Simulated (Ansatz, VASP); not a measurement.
**Pt in VASP and in Ansatz**

INCAR

```
SYSTEM = Pt
  PREC = Accurate
  ENCUT = 520
  EDIFF = 1E-7
  ISMEAR = 0
  SIGMA = 0.15
  LREAL = .FALSE.
  LASPH = .TRUE.
  NELM = 100
  ALGO = Fast
  ISIF = 2
  LWAVE = .FALSE.
  LCHARG = .FALSE.
  NBANDS = 11
```

File KPOINTS:

```
Automatic mesh
0
G
  22 22 22
  0 0 0
```

File POSCAR:

```
Pt
1.0
    0.0000000000      2.2208276036      1.6307537093
    2.2208276036      0.0000000000      1.6307537093
    2.2208276036      2.2208276036      0.0000000000
Pt
1
Direct
    0.0000000000      0.0000000000      0.0000000000
```

Input for Ansatz:

```yaml
crystal:
  lattice:
    - [0.0, 2.2208276036, 1.6307537093]
    - [2.2208276036, 0.0, 1.6307537093]
    - [2.2208276036, 2.2208276036, 0.0]
  atoms:
    - { symbol: Pt, position: [0.0, 0.0, 0.0] }
basis:
  ecutwfc: 420
kpoints:
  mp_grid: { grid: [22, 22, 22] }
hamiltonian:
  xc: lda
scf:
  occupations: { method: gaussian, width: 0.15 }
output:
  forces: true
  stress: true
  eigenvalues: true
```

Alike in both runs: task single point; functional LDA; k mesh 22 × 22 × 22; occupations gaussian, width 0.15 eV; no spin polarisation.

|  | VASP | Ansatz |
| --- | --- | --- |
| version | VASP 6.6.1 | Ansatz 0.2.0 |
| potentials or method | VASP PAW LDA potentials, release 64 (Pt), cutoff 520 eV | scalar-relativistic, plane waves, PAW |
| valence electrons in the cell | 10 | 18 |

```tsv
	VASP	Ansatz	Ansatz less VASP
gap on the k mesh at the Fermi level (eV)	none	none	-
pressure (GPa)	-17.7	-18.2	-0.55
traceless stress, the component that is largest in VASP (GPa)	2.13	2.14	+0.014
```

LDA's correlation is that of Perdew and Zunger in VASP and of Perdew and Wang (1992) in Ansatz. A gap of «none» marks a metal or a gap that the smearing closes. VASP's potentials hold 10 valence electrons a cell and Ansatz's 18, so a difference there can come from the potentials and not from the codes.

Spin-orbit coupling is off throughout.
